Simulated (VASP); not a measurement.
Set up this calculation in VASP 6.6.1, as the native input.

| Property | Result |
| --- | --- |
| Task | single point |
| Functional | PBE |
| Potentials or basis | VASP PAW PBE potentials, release 64 (Ti_sv, O) |
| Cutoff | 520 eV |
| k mesh | 6 × 6 × 9 |
| Occupations | fermi-dirac, width 0.05 eV |
| Spin | no spin polarisation |
| Dipole correction | no |
| Further INCAR settings | ALGO = Normal; EDIFF = 1e-06; NBANDS = 33 |

The structure of TiO2 lies in POSCAR:

```
TiO2
1.0
    4.6433190095      0.0000000000      0.0000000000
    0.0000000000      4.6433190095      0.0000000000
    0.0000000000      0.0000000000      2.9638602052
Ti O
2 4
Direct
    0.0000000000      0.0000000000      0.5000000000
    0.5000000000      0.5000000000      0.0000000000
    0.3051281362      0.3051281362      0.5000000000
    0.1948718638      0.8051281362      0.0000000000
    0.8051281362      0.1948718638      0.0000000000
    0.6948718638      0.6948718638      0.5000000000
```

These files were run (other wordings do the same):

INCAR

```
PREC = Accurate ; ENCUT = 520
EDIFF = 1E-6 ; ISMEAR = -1
SIGMA = 0.05 ; LREAL = F
LASPH = T ; NELM = 100
ALGO = Normal ; ISIF = 2
LWAVE = F ; LCHARG = F
GGA = PE ; NBANDS = 33
```

KPOINTS

```
Automatic mesh
0
Gamma
  6 6 9
```

Potentials or basis: VASP PAW PBE potentials, release 64 (Ti_sv, O).

Command:

```sh
$ cat potpaw_PBE.64/Ti_sv/POTCAR potpaw_PBE.64/O/POTCAR > POTCAR
$ mpirun -np 1 vasp_std > vasp.out
```

Results of the run:

```
Pressure               : 0.7 GPa
Largest force          : 0.029 eV/Å
Band gap on the k mesh : 1.84 eV, direct
```

It took 39 s on 1 thread of Intel(R) Xeon(R) 6975P-C (Granite Rapids) (shared host), peak memory 0.22 GiB.
